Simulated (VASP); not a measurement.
The system is PbS.

```
Pb S
1.0
     2.15410    1.24367    3.51962
    -2.15410    1.24367    3.51962
     0.00000   -2.48734    3.51962
Pb S
1 1
Cartesian
  0.0000 0.0000 10.3537
  0.0000 0.0000 5.0158
```

Base run:

* Program: VASP 6.6.1
* Functional: r2SCAN
* Potentials or basis: VASP PAW PBE potentials, release 64 (Pb_d, S)
* Cutoff: 520 eV
* k mesh: 8 × 8 × 8
* Occupations: fermi-dirac, width 0.05 eV
* Spin: no spin polarisation

Its results: band gap on the k mesh 0.91 eV; pressure -3.0 GPa; largest force 0.019 eV/Å.

Question: The run is repeated on the same cell with these changes: functional from r2SCAN to PBEsol. What comes out?

Answer: Band gap on the k mesh 0.53 eV; pressure -4.7 GPa; largest force 0.021 eV/Å.

Caveats: the cell stands under tension; the PAW data sets were made with another functional, which shifts forces and pressure a little; spin-orbit coupling is left out, which moves the levels of the heavy elements.

A k mesh can miss the band edges.
